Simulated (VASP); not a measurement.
# Si62P (a cell with a defect) in VASP: further runs

The runs below take Si62P (a cell with a defect) through single point, with PBE.

All numbers are computed with VASP 6.6.1; they aren't measurements. Logs are shortened: lines on timing, memory, paths and dates and some standing lists are left out, and cuts for length are marked.

## (1) The cell of the first run

The cell holds a defect, 63 atoms: a = 10.860 Å, b = 10.860 Å, c = 10.860 Å, α = 90.00°, β = 90.00°, γ = 90.00°.

## (2) Single point, PBE

The input, INCAR:

```
SYSTEM = Si62P
PREC = Accurate ; ENCUT = 520
EDIFF = 1E-6 ; ISMEAR = 0
SIGMA = 0.02 ; LREAL = Auto
LASPH = .True. ; NELM = 80
ALGO = Normal ; ISIF = 2
LWAVE = .False. ; LCHARG = .True.
GGA = PE ; LELF = .True.
LVHAR = .True. ; NELECT = 254.0
NBANDS = 164
```

The input, KPOINTS:

```
regular mesh
0
Gamma
  1 1 1
  0 0 0
```

The input, POSCAR:

```
Si62P
1.0
   10.8600000000      0.0000000000      0.0000000000
    0.0000000000     10.8600000000      0.0000000000
    0.0000000000      0.0000000000     10.8600000000
Si P
62 1
Direct
    0.4931852290      0.0029582569      0.0021709431
    0.6238599678      0.1252060406      0.1252557713
    0.7523732330      0.2467675523      0.0012001386
    0.8829848305      0.3708738885      0.1213966043
    0.7569901867      0.0028956586      0.2451686401
    0.8945380896      0.1316573105      0.3549539389
    0.2162631684      0.2496655417      0.0405592442
    0.3697308136      0.3749808040      0.1309460304
    0.4973526845      0.4965018247      0.0009423186
    0.6265061156      0.6189362670      0.1261885047
    0.7429235672      0.7490734837     -0.0017253038
    0.8739421678      0.8729745606      0.1167199477
    0.2500425320      0.0036576975      0.2500145945
    0.3760577850      0.1252800850      0.3764219360
    0.4999785616      0.2506225569      0.2514554763
    0.6276732261      0.3729155657      0.3760115966
    0.7558461749      0.4941337155      0.2507289437
    0.8766242050      0.6259584499      0.3734995369
    0.5007811825     -0.0000158133      0.5012097335
    0.6259835064      0.1235273824      0.6262856363
    0.7574012478      0.2460974729      0.4940188809
    0.8755563537      0.3711510283      0.6247126039
    0.7495512940     -0.0032247657      0.7498493224
    0.8760870038      0.1179027351      0.8765437762
   -0.0043859788      0.5061330495     -0.0039568402
    0.1248276261      0.6244713389      0.1252472802
    0.2463637594      0.7518922770      0.0012953909
    0.3721479136      0.8746075736      0.1284812469
    0.0399159784      0.2501245308      0.2166185929
    0.1304667721      0.3751499308      0.3702317935
    0.2552978482      0.5083869695      0.2557055356
    0.3799505565      0.6326985396      0.3802753869
    0.5048652348      0.7515678970      0.2490829132
    0.6293043810      0.8784725734      0.3725780875
    0.0018117864      0.0029931436      0.4935719485
    0.1248589180      0.1252202665      0.6242844037
    0.2510104568      0.2506121424      0.5003053290
    0.3755783036      0.3728189398      0.6280308754
    0.5014286119      0.4990382370      0.5018765486
    0.6251515560      0.6247516862      0.6255803936
    0.7493000377      0.7498195501      0.4981967650
    0.8746744466      0.8768822784      0.6191272517
    0.2447529869      0.0028582480      0.7573630050
    0.3546302243      0.1316496787      0.8948031569
    0.4937442327      0.2460821006      0.7576838569
    0.6242878890      0.3712302198      0.8759309338
    0.7486901512      0.4968990166      0.7490453082
    0.8697343887      0.6296076337      0.8700196964
    0.0009140890      0.7519906180      0.2467117780
    0.1281436313      0.8748694687      0.3723293696
    0.0004614494      0.4966297921      0.4978852828
    0.1259807200      0.6189372107      0.6268318907
    0.2487420805      0.7516850613      0.5050418449
    0.3721213300      0.8784643144      0.6296835798
    0.0008265141      0.2467502187      0.7528460495
    0.1210391367      0.3707308351      0.8836294838
    0.2503483709      0.4940037419      0.7562731763
    0.3731273427      0.6258730304      0.8770078713
    0.4977641431      0.7498516967      0.7497042846
    0.6187492790      0.8769638529      0.8749770669
   -0.0019043390      0.7490621365      0.7432718967
    0.1163346864      0.8729873220      0.8744331379
   -0.0004492419     -0.0032274198      0.0000528114
```

Potentials or basis: VASP PAW PBE potentials, release 64 (Si, P).

The run is started by

```
$ cat potpaw_PBE.64/Si/POTCAR potpaw_PBE.64/P/POTCAR > POTCAR
$ mpirun -np 1 vasp_gam > vasp.out
```

OUTCAR:

```text
SYSTEM = Si62P
   PREC = Accurate
   ENCUT = 520
   EDIFF = 1E-6
   ISMEAR = 0
   LREAL = Auto
   LASPH = .True.
   NELM = 80
   ISIF = 2
   GGA = PE
   NELECT = 254.0

 ion  position               nearest neighbor table
   1  0.493  0.003  0.002-  28 2.36   2 2.36  44 2.36  60 2.37
   2  0.624  0.125  0.125-   3 2.35  15 2.35   5 2.36   1 2.36
   3  0.752  0.247  0.001-   2 2.35   4 2.35  24 2.37  46 2.37
   4  0.883  0.371  0.121-  25 2.35   3 2.35  17 2.38  29 2.39
   5  0.757  0.003  0.245-  12 2.36   2 2.36   6 2.37  34 2.38
   6  0.895  0.132  0.355-  35 2.36   5 2.37  21 2.46  29 2.53
   7  0.216  0.250  0.041-   8 2.37  56 2.39  44 2.53  29 2.71
   8  0.370  0.375  0.131-  31 2.34  15 2.35   7 2.37   9 2.38
   9  0.497  0.497  0.001-  10 2.36  46 2.37  58 2.37   8 2.38
  10  0.627  0.619  0.126-  11 2.35   9 2.36  33 2.37  17 2.37
  11  0.743  0.749  0.998-  12 2.34  48 2.35  10 2.35  60 2.35
  12  0.874  0.873  0.117-  63 2.30  11 2.34   5 2.36  49 2.37
  13  0.250  0.004  0.250-  28 2.34  50 2.34  14 2.35
  14  0.376  0.125  0.376-  13 2.35  15 2.35  37 2.35  19 2.35
  15  0.500  0.251  0.251-  14 2.35  16 2.35   8 2.35   2 2.35
  16  0.628  0.373  0.376-  15 2.35  17 2.35  21 2.35  39 2.37
  17  0.756  0.494  0.251-  16 2.35  18 2.36  10 2.37   4 2.38
  18  0.877  0.626  0.373-  17 2.36  41 2.36  49 2.36  51 2.37
  19  0.501  1.000  0.501-  20 2.34  14 2.35  54 2.37  34 2.38
[... 41 lines left out ...]
  61  0.998  0.749  0.743-  62 2.34  48 2.35  52 2.35  42 2.35
  62  0.116  0.873  0.874-  63 2.30  61 2.34  43 2.36  27 2.37
  63  1.000  0.997  0.000-  12 2.30  62 2.30  24 2.31

  LATTYP: Found a simple cubic cell.
 ALAT       =    10.8600000000

  Lattice vectors:

 A1 = (  10.8600000000,   0.0000000000,   0.0000000000)
 A2 = (   0.0000000000,  10.8600000000,   0.0000000000)
 A3 = (   0.0000000000,   0.0000000000,  10.8600000000)

Analysis of symmetry for initial positions (statically):
=====================================================================
 Subroutine PRICEL returns:
 Original cell was already a primitive cell.

 Routine SETGRP: Setting up the symmetry group for a
 simple cubic supercell.

 Subroutine GETGRP returns: Found  1 space group operations
 (whereof  1 operations were pure point group operations)
 out of a pool of 48 trial point group operations.

The static configuration has the point symmetry C_1 .

Analysis of symmetry for dynamics (positions and initial velocities):
=====================================================================
 Subroutine PRICEL returns:
 Original cell was already a primitive cell.

 Routine SETGRP: Setting up the symmetry group for a
 simple cubic supercell.

 Subroutine GETGRP returns: Found  1 space group operations
 (whereof  1 operations were pure point group operations)
 out of a pool of 48 trial point group operations.

The dynamic configuration has the point symmetry C_1 .

 Subroutine INISYM returns: Found  1 space group operations
 (whereof  1 operations are pure point group operations),
 and found     1 'primitive' translations

----------------------------------------------------------------------------------------

                                     Primitive cell

  volume of cell :    1280.8241

  direct lattice vectors                    reciprocal lattice vectors
    10.860000000  0.000000000  0.000000000     0.092081031  0.000000000  0.000000000
     0.000000000 10.860000000  0.000000000     0.000000000  0.092081031  0.000000000
     0.000000000  0.000000000 10.860000000     0.000000000  0.000000000  0.092081031

  length of vectors
    10.860000000 10.860000000 10.860000000     0.092081031  0.092081031  0.092081031

  position of ions in fractional coordinates (direct lattice)
     0.493185229  0.002958257  0.002170943
     0.623859968  0.125206041  0.125255771
     0.752373233  0.246767552  0.001200139
     0.882984830  0.370873889  0.121396604
     0.756990187  0.002895659  0.245168640
     0.894538090  0.131657311  0.354953939
[... 55 lines left out ...]
[... 48 lines left out ...]
   PSTRESS=    0.0 pullay stress
   NELECT =     254.0000    total number of electrons
   NUPDOWN=      -1.0000    fix difference up-down
   EMIN   =  10.00;   EMAX   =-10.00  energy-range for DOS
   EFERMI =   0.00;   METHOD = LEGACY
   ISMEAR =     0;   SIGMA  =   0.02  broadening in eV -4-tet -1-fermi 0-gaus
   EFERMI_NEDOS =   21; number of points for ismear=-14 and -15
   IALGO  =     38    algorithm
   IMIX   =      4    mixing-type and parameters
     AMIX     =   0.40;   BMIX     =  1.00
     AMIX_MAG =   1.60;   BMIX_MAG =  1.00
  volume/ion in A,a.u.               =      20.33       137.20
  Fermi-wavevector in a.u.,A,eV,Ry     =   0.954677  1.804077 12.400449  0.911407
  Thomas-Fermi vector in A             =   2.083445
   LORBIT       =      0    0 simple, 1 ext, 2 COOP (PROOUT), +10 PAW based schemes
   GGA     = PE    functional components
   LHFCALC =     F    Hartree Fock is set to
   AEXX    =    0.0000 exact exchange contribution
   IVDW    =     0    specifies the selected vdW correction
   LEPSILON=     F    determine dielectric tensor
   LRPA    =     F    only Hartree local field effects (RPA)
 non-spin polarized calculation
 Gauss-broadening in eV      SIGMA  =   0.02
  energy-cutoff  :      520.00
  volume of cell :     1280.82
 maximum number of plane-waves:     17229
 NGX is ok and might be reduce to    84
   NGX = 41   NGY = 41   NGZ = 41

 number of electron     253.9999994 magnetization

 Free energy of the ion-electron system (eV)
  ---------------------------------------------------
  ext. energy  EPLUGINS =         0.00000000
  ---------------------------------------------------
  free energy    TOTEN  =      -326.70403899 eV

  energy without entropy =     -326.70403899  energy(sigma->0) =     -326.70403899

 E-fermi :   6.2321     XC(G=0):  -9.3585

 val. band max:        6.1326811722   @ k =   0.0000   0.0000   0.0000
 cond. band min:       6.3323663867   @ k =   0.0000   0.0000   0.0000
 fundamental gap:      0.1996852145
 Fermi energy:         6.2321044875

 k-point     1 :       0.0000    0.0000    0.0000
  band No.  band energies     occupation
      1      -6.3266      2.00000
      2      -5.7400      2.00000
      3      -5.1436      2.00000
      4      -5.1401      2.00000
      5      -5.1264      2.00000
      6      -5.0803      2.00000
[... 131 lines left out ...]
    138       6.8809      0.00000
    139       6.9210      0.00000
 [bands above 139 left out]

------------------------ aborting loop because EDIFF is reached ----------------------------------------

  FORCE on cell =-STRESS in cart. coord.  units (eV):
  Direction    XX          YY          ZZ          XY          YZ          ZX
  --------------------------------------------------------------------------------------
  -------------------------------------------------------------------------------------
  Total       16.1155112     23.8554315     16.0273572      3.1751128      3.3294240     10.0109233
  in kB       20.1588240     29.8406571     20.0485525      3.9717350      4.1647622     12.5226211
  external PRESSURE =      23.3493446 kB  Pullay stress =       0.0000000 kB

 VOLUME and BASIS-vectors are now :
 -----------------------------------------------------------------------------
  energy-cutoff  :      520.00
  volume of cell :     1280.82
      direct lattice vectors                 reciprocal lattice vectors
    10.860000000  0.000000000  0.000000000     0.092081031  0.000000000  0.000000000
     0.000000000 10.860000000  0.000000000     0.000000000  0.092081031  0.000000000
     0.000000000  0.000000000 10.860000000     0.000000000  0.000000000  0.092081031

 POSITION                                       TOTAL-FORCE (eV/Angst)
 -----------------------------------------------------------------------------------
      5.35599      0.03213      0.02358        -0.000119     -0.001075      0.002791
      6.77512      1.35974      1.36028        -0.003042     -0.001623      0.001296
      8.17077      2.67990      0.01303        -0.002913     -0.001634     -0.002768
      9.58922      4.02769      1.31837         0.003120      0.003143     -0.000222
      8.22091      0.03145      2.66253        -0.001599      0.002130      0.000034
      9.71468      1.42980      3.85480        -0.003981     -0.003688      0.000393
[... 55 lines left out ...]
      1.26339      9.48064      9.49634        -0.001952      0.001178      0.007134
     10.85512     10.82495      0.00057        -0.012693      0.016948     -0.015073
 -----------------------------------------------------------------------------------
    total drift:                                0.014774      0.001775      0.014189

  FREE ENERGIE OF THE ION-ELECTRON SYSTEM (eV)
  ---------------------------------------------------
  free  energy   TOTEN  =      -326.7040389866 eV

  energy  without entropy=     -326.7040389866  energy(sigma->0) =     -326.70403899
```

Wall time 3.8 min (1 thread of Intel Xeon 6975P-C (Granite Rapids), shared host); peak memory 1.1 GiB.

What came out:

```
Free energy   : -326.7040 eV
Largest force : 0.026 eV/Å
```

Forces on the atoms (eV/Å):
```
Si   0.000 -0.001  0.003
Si  -0.003 -0.002  0.001
Si  -0.003 -0.002 -0.003
Si   0.003  0.003  0.000
Si  -0.002  0.002  0.000
Si  -0.004 -0.004  0.000
Si   0.006  0.002  0.001
Si   0.003 -0.002  0.001
Si   0.000  0.002 -0.004
Si   0.000 -0.004  0.005
Si   0.004  0.000 -0.003
Si   0.006 -0.001 -0.004
Si  -0.001  0.011  0.012
Si  -0.004 -0.005 -0.004
Si  -0.001  0.004 -0.001
Si  -0.001 -0.002 -0.002
Si  -0.003  0.001  0.000
Si   0.000 -0.002 -0.002
Si  -0.006  0.008 -0.004
Si   0.002 -0.014  0.000
Si   0.001  0.006  0.000
Si   0.003  0.002 -0.002
Si  -0.001 -0.002  0.000
Si   0.013 -0.020  0.009
Si  -0.002  0.002 -0.004
Si   0.002  0.003  0.000
Si  -0.006  0.002 -0.001
Si   0.005  0.002 -0.007
Si   0.008 -0.007  0.015
Si  -0.003 -0.002  0.002
Si   0.001  0.002  0.001
Si  -0.001 -0.004 -0.003
Si  -0.001  0.003  0.002
Si   0.000 -0.002  0.003
Si   0.002 -0.002  0.000
Si   0.000 -0.002  0.000
Si  -0.002  0.001 -0.001
Si   0.001 -0.002 -0.001
Si  -0.002  0.001 -0.004
Si   0.000 -0.002 -0.001
Si   0.003  0.004  0.001
Si   0.000  0.002  0.000
Si   0.002  0.003  0.000
Si   0.001 -0.007 -0.001
Si  -0.002  0.007  0.003
Si  -0.003 -0.001  0.003
Si  -0.001 -0.001  0.000
Si   0.002 -0.001 -0.001
Si   0.000  0.000 -0.004
Si  -0.001  0.003  0.000
Si   0.001 -0.001 -0.003
Si  -0.001  0.000  0.003
Si  -0.002  0.001 -0.001
Si   0.006 -0.004 -0.001
Si  -0.001 -0.001  0.001
Si   0.000  0.002  0.002
Si   0.000  0.001 -0.001
Si  -0.003 -0.002 -0.002
Si   0.003 -0.001  0.001
Si   0.001  0.001 -0.001
Si  -0.007  0.001  0.004
Si  -0.002  0.001  0.007
P   -0.013  0.017 -0.015
```

Levels at points of the mesh, in eV from the Fermi level:
```csv
k point,band 123,band 124,band 125,band 126,band 127,band 128,band 129,band 130,band 131,band 132
"(0.00, 0.00, 0.00)",-1.34,-0.84,-0.76,-0.44,-0.10,0.10,0.17,0.21,0.22,0.25
```

Caveat: the k points lie up to 0.58 Å⁻¹ apart; the cell carries a net charge on a neutralising background, which shifts energy and pressure; the cell is charged against a uniform background, so pressure and absolute levels hang on convention.

## (3) Single point, PBE

The input, INCAR:

```
SYSTEM = Si62P
PREC = Accurate
ENCUT = 520
EDIFF = 1E-6
ISMEAR = 0
SIGMA = 0.02
LREAL = Auto
LASPH = .True.
NELM = 60
ALGO = Normal
ISIF = 2
LWAVE = .False.
LCHARG = .False.
GGA = PE
NELECT = 254.0
NBANDS = 164
```

The input, KPOINTS:

```
Automatic mesh
0
Gamma
  1 1 1
  0 0 0
```

The input, POSCAR:

```
Si62P
1.0
   10.8600000000      0.0000000000      0.0000000000
    0.0000000000     10.8600000000      0.0000000000
    0.0000000000      0.0000000000     10.8600000000
Si P
62 1
Direct
    0.4931852670      0.0029582873      0.0021709024
    0.6238599448      0.1252060773      0.1252558011
    0.7523732044      0.2467675875      0.0012001842
    0.8829848066      0.3708738490      0.1213965930
    0.7569901473      0.0028956722      0.2451686004
    0.8945381215      0.1316572744      0.3549539595
    0.2162631676      0.2496655617      0.0405592081
    0.3697308471      0.3749807551      0.1309460405
    0.4973526703      0.4965018416      0.0009423573
    0.6265060773      0.6189362799      0.1261884899
    0.7429235727      0.7490734807     -0.0017253223
    0.8739421731      0.8729745856      0.1167199816
    0.2500425414      0.0036577348      0.2500145488
    0.3760577348      0.1252801105      0.3764219153
    0.4999785451      0.2506225599      0.2514555249
    0.6276732044      0.3729155617      0.3760116022
    0.7558461326      0.4941337017      0.2507289134
    0.8766242173      0.6259584715      0.3734995396
    0.5007812155     -0.0000158379      0.5012097606
    0.6259835175      0.1235273481      0.6262856354
    0.7574012891      0.2460975138      0.4940188766
    0.8755563536      0.3711510129      0.6247126151
    0.7495512891     -0.0032247698      0.7498493554
    0.8760870166      0.1179027624      0.8765437385
   -0.0043860037      0.5061330571     -0.0039568140
    0.1248276243      0.6244713628      0.1252472376
    0.2463637201      0.7518922652      0.0012953959
    0.3721478821      0.8746075506      0.1284812155
    0.0399160221      0.2501244936      0.2166186004
    0.1304667587      0.3751499079      0.3702317680
    0.2552978821      0.5083869245      0.2557055249
    0.3799505525      0.6326985267      0.3802754144
    0.5048651934      0.7515678637      0.2490828729
    0.6293044199      0.8784725599      0.3725780847
    0.0018117864      0.0029931860      0.4935719153
    0.1248589319      0.1252202578      0.6242844383
    0.2510104972      0.2506121547      0.5003053407
    0.3755782689      0.3728189687      0.6280308471
    0.5014286372      0.4990382136      0.5018765193
    0.6251515654      0.6247516575      0.6255803867
    0.7493000000      0.7498195212      0.4981967772
    0.8746744936      0.8768823204      0.6191272560
    0.2447529466      0.0028582873      0.7573629834
    0.3546302026      0.1316497238      0.8948031308
    0.4937441989      0.2460821363      0.7576838858
    0.6242878453      0.3712302026      0.8759309392
    0.7486901473      0.4968989871      0.7490453039
    0.8697343462      0.6296076427      0.8700197053
    0.0009140884      0.7519906077      0.2467117864
    0.1281436464      0.8748694291      0.3723293738
    0.0004614180      0.4966298343      0.4978852670
    0.1259807551      0.6189372007      0.6268318600
    0.2487420810      0.7516850829      0.5050418048
    0.3721213628      0.8784642726      0.6296836096
    0.0008265193      0.2467501842      0.7528460405
    0.1210391344      0.3707308471      0.8836294659
    0.2503483425      0.4940037753      0.7562732044
    0.3731273481      0.6258730203      0.8770078269
    0.4977641805      0.7498516575      0.7497042357
    0.6187492634      0.8769638122      0.8749770718
   -0.0019043278      0.7490621547      0.7432719153
    0.1163347145      0.8729872928      0.8744331492
   -0.0004492634     -0.0032274401      0.0000528545
```

Potentials or basis: VASP PAW PBE potentials, release 64 (Si, P).

The run is started by

```
$ cat potpaw_PBE.64/Si/POTCAR potpaw_PBE.64/P/POTCAR > POTCAR
$ mpirun -np 1 vasp_gam > vasp.out
```

Run time: 3.4 min. Hardware: 1 thread of Intel Xeon 6975P-C (Granite Rapids), shared host; peak memory 1.1 GiB.

It converged, with:

```
Free energy   : -326.7040 eV
Largest force : 0.026 eV/Å
```

Forces on the atoms (eV/Å):
```
Si   0.000 -0.001  0.003
Si  -0.003 -0.002  0.001
Si  -0.003 -0.002 -0.003
Si   0.003  0.003  0.000
Si  -0.002  0.002  0.000
Si  -0.004 -0.004  0.000
Si   0.006  0.002  0.001
Si   0.003 -0.002  0.001
Si   0.000  0.002 -0.004
Si   0.000 -0.004  0.005
Si   0.004  0.000 -0.003
Si   0.006 -0.001 -0.004
Si  -0.001  0.011  0.012
Si  -0.004 -0.005 -0.004
Si  -0.001  0.004 -0.001
Si  -0.001 -0.002 -0.002
Si  -0.003  0.001  0.000
Si   0.000 -0.002 -0.002
Si  -0.006  0.008 -0.004
Si   0.002 -0.014  0.000
Si   0.001  0.006  0.000
Si   0.003  0.002 -0.002
Si  -0.001 -0.002  0.000
Si   0.013 -0.020  0.009
Si  -0.002  0.002 -0.004
Si   0.002  0.003  0.000
Si  -0.006  0.002 -0.001
Si   0.005  0.002 -0.007
Si   0.008 -0.007  0.015
Si  -0.003 -0.002  0.002
Si   0.001  0.002  0.001
Si  -0.001 -0.004 -0.003
Si  -0.001  0.003  0.002
Si   0.000 -0.002  0.003
Si   0.002 -0.002  0.000
Si   0.000 -0.002  0.000
Si  -0.002  0.001 -0.001
Si   0.001 -0.002 -0.001
Si  -0.002  0.001 -0.004
Si   0.000 -0.002 -0.001
Si   0.003  0.004  0.001
Si   0.000  0.002  0.000
Si   0.002  0.003  0.000
Si   0.001 -0.007 -0.001
Si  -0.002  0.007  0.003
Si  -0.003 -0.001  0.003
Si  -0.001 -0.001  0.000
Si   0.002 -0.001 -0.001
Si   0.000  0.000 -0.004
Si  -0.001  0.003  0.000
Si   0.001 -0.001 -0.003
Si  -0.001  0.000  0.003
Si  -0.002  0.001 -0.001
Si   0.006 -0.004 -0.001
Si  -0.001 -0.001  0.001
Si   0.000  0.002  0.002
Si   0.000  0.001 -0.001
Si  -0.003 -0.002 -0.002
Si   0.003 -0.001  0.001
Si   0.001  0.001 -0.001
Si  -0.007  0.001  0.004
Si  -0.002  0.001  0.007
P   -0.013  0.017 -0.015
```

Levels at points of the mesh, in eV from the Fermi level:
| k point | band 123 | band 124 | band 125 | band 126 | band 127 | band 128 | band 129 | band 130 | band 131 | band 132 |
| --- | --- | --- | --- | --- | --- | --- | --- | --- | --- | --- |
| (0.00, 0.00, 0.00) | -1.34 | -0.84 | -0.76 | -0.44 | -0.10 | 0.10 | 0.17 | 0.21 | 0.22 | 0.25 |

Caveat: the k points lie up to 0.58 Å⁻¹ apart; the cell carries a net charge on a neutralising background, which shifts energy and pressure; the cell is charged against a uniform background, so pressure and absolute levels hang on convention.
